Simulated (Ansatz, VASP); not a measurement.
## V in VASP and in Ansatz

```
V
1.0
     2.55250    0.00000    0.00000
    -1.27625    2.21053    0.00000
     0.00000    0.00000    4.65887
V
2
Direct
  0.33333 0.66667 0.25000
  0.66667 0.33333 0.75000
```

Alike in both runs: task single point; functional BLYP; k mesh 15 × 15 × 8; occupations fermi-dirac, width 0.1 eV; no spin polarisation.

|  | VASP | Ansatz |
| --- | --- | --- |
| version | VASP 6.6.1 | Ansatz 0.2.0 |
| potentials or method | VASP PAW PBE potentials, release 64 (V_sv), cutoff 520 eV | plane waves (420 eV) with PAW, scalar-relativistic |
| valence electrons in the cell | 26 | 26 |

```csv
,VASP,Ansatz,Ansatz less VASP
pressure (GPa),15.9,15.5,-0.33
"traceless stress, the component that is largest in VASP (GPa)",-0.36,-0.36,+0.003
```

VASP's potentials were made for PBE, not for BLYP.
